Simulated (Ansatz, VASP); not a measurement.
**Two plane-wave programs on ZnO**

The input INCAR:

```
ALGO = Normal ; EDIFF = 1E-6
ENCUT = 600 ; GGA = PE
GGA_COMPAT = False ; ISIF = 2
ISMEAR = -1 ; LASPH = True
LCHARG = False ; LREAL = False
LWAVE = False ; NBANDS = 26
NELM = 120 ; PREC = Accurate
SIGMA = 0.02
```

The input KPOINTS:

```
k-points
0
Gamma
  12 12 6
```

POSCAR

```
ZnO
1.0
    2.9500687898      0.0000000000      0.0000000000
   -1.4750343949      2.5548345149      0.0000000000
    0.0000000000      0.0000000000      5.1256341746
Zn O
2 2
Direct
    0.0000000000      0.0000000000      0.0000000000
    0.0000000000      0.0000000000      0.5000000000
    0.3333333333      0.6666666667      0.2500000000
    0.6666666667      0.3333333333      0.7500000000
```

Input for Ansatz:

```yaml
crystal:
  lattice:
    - [2.9500687898, 0.0, 0.0]
    - [-1.4750343949, 2.5548345149, 0.0]
    - [0.0, 0.0, 5.1256341746]
  atoms:
    - { symbol: Zn, position: [0.0, 0.0, 0.0] }
    - { symbol: Zn, position: [0.0, 0.0, 0.5] }
    - { symbol: O, position: [0.3333333333, 0.6666666667, 0.25] }
    - { symbol: O, position: [0.6666666667, 0.3333333333, 0.75] }
kpoints:
  mp_grid: { grid: [12, 12, 6] }
  band_path:
    path:
      - [0.0, 0.0, 0.0]
      - [0.5, 0.0, 0.0]
      - [0.3333333333, 0.3333333333, 0.0]
      - [0.0, 0.0, 0.5]
      - [0.5, 0.0, 0.5]
      - [0.3333333333, 0.3333333333, 0.5]
    npoints: 1
hamiltonian:
  xc: pbe
scf:
  occupations: { method: fermi_dirac, width: 0.02 }
  n_extra_bands: 5
output:
  forces: true
  stress: true
  eigenvalues: true
```

Change from the starting cell: biaxial_xy strain -0.9%.

Alike in both runs: task single point; functional PBE; k mesh 12 × 12 × 6; occupations fermi-dirac, width 0.02 eV; no spin polarisation.

|  | VASP | Ansatz |
| --- | --- | --- |
| version | VASP 6.6.1 | Ansatz 0.2.0 |
| potentials or method | VASP PAW PBE potentials, release 64 (Zn, O) | plane waves, PAW |
| plane-wave cutoff (eV) | 600 | 420 |
| valence electrons in the cell | 36 | 36 |

Ansatz gave:

| Quantity | Value |
| --- | --- |
| gap on the k mesh at the Fermi level (eV) | 0.82 |
| pressure (GPa) | 11.5 |
| traceless stress, the component that is largest in VASP (GPa) | -0.91 |

Question: Estimate VASP's values.

Answer: gap on the k mesh at the Fermi level (eV): 0.79; pressure (GPa): 12.3; traceless stress, the component that is largest in VASP (GPa): -0.80.
